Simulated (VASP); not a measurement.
# Sb: relaxation of cell and atoms with PBEsol

The system is Sb.

```
Sb
1.0
     0.00000    2.37124    2.37124
     2.37124    0.00000    2.37124
     2.37124    2.37124    0.00000
Sb
1
Direct
  0.00000 0.00000 0.00000
```

```
Program                : VASP 6.6.1
Task                   : relaxation of cell and atoms
Functional             : PBEsol
Potentials or basis    : VASP PAW PBE potentials, release 64 (Sb)
Cutoff                 : 600 eV
k mesh                 : 10 × 10 × 10
Occupations            : fermi-dirac, width 0.05 eV
Spin                   : no spin polarisation
Target pressure        : 30 GPa
Dipole correction      : no
Further INCAR settings : ALGO = Normal; EDIFF = 1e-06; IBRION = 2; EDIFFG = -0.01; NSW = 80; ISIF = 3
```

```yaml
Relaxed_volume: 20.37 Å³/atom
Relaxed_cell: a = 3.066 Å, b = 3.066 Å, c = 3.066 Å, α = 60.00°, β = 60.00°, γ = 60.00°
Space_group_after_relaxing_to_0.05_Å: Fm-3m (No. 225)
Energy_change_on_relaxing_the_enthalpy_is_what_falls: +415.4 meV/atom
Ionic_steps: 15
Pressure_after_relaxing: 29.9 GPa
```

The path:
```
step  energy change (eV)  largest force (eV/Å)  pressure (GPa)  volume (Å³)
   1              0.0000                0.0000           -1.24        26.67
   2              8.8180                0.0000          422.39        11.21
   3              0.2480                0.0000           20.88        21.44
   4              0.3234                0.0000           25.08        20.91
   5              0.4202                0.0000           30.19        20.35
   6              0.3988                0.0000           29.09        20.46
   7              0.4000                0.0000           29.13        20.46
   8              0.4037                0.0000           29.34        20.44
   9              0.4038                0.0000           29.34        20.44
  10              0.4040                0.0000           29.35        20.44
  11              0.4043                0.0000           29.36        20.43
  12              0.4051                0.0000           29.40        20.43
  13              0.4065                0.0000           29.46        20.42
  14              0.4095                0.0000           29.64        20.41
  15              0.4154                0.0000           29.94        20.37
```

Final structure:
```
CELL_PARAMETERS angstrom
0.00000 2.16777 2.16777
2.16777 0.00000 2.16777
2.16777 2.16777 0.00000
ATOMIC_POSITIONS crystal
Sb 0.00000 0.00000 0.00000
```

Levels at points of the mesh, in eV from the Fermi level:
| k point | band 1 | band 2 | band 3 | band 4 | band 5 |
| --- | --- | --- | --- | --- | --- |
| (0.00, 0.00, 0.00) | -15.48 | 7.62 | 7.62 | 7.62 | 10.09 |
| (0.50, 0.00, 0.00) | -9.96 | -7.83 | 5.13 | 5.13 | 9.49 |
| (0.50, 0.50, 0.00) | -7.43 | -6.61 | 0.41 | 0.41 | 4.57 |

Wall time 51 s on 1 thread of Intel Xeon 6975P-C (shared host), peak memory 0.17 GiB.

Caveat: the cell is relaxed towards a set pressure, so the enthalpy falls and the energy may rise; the volume moved by over 15 % at a fixed basis, so the end points are rough; the PAW data sets were made with another functional, which shifts forces and pressure a little; spin-orbit coupling is left out, which moves the levels of the heavy elements.
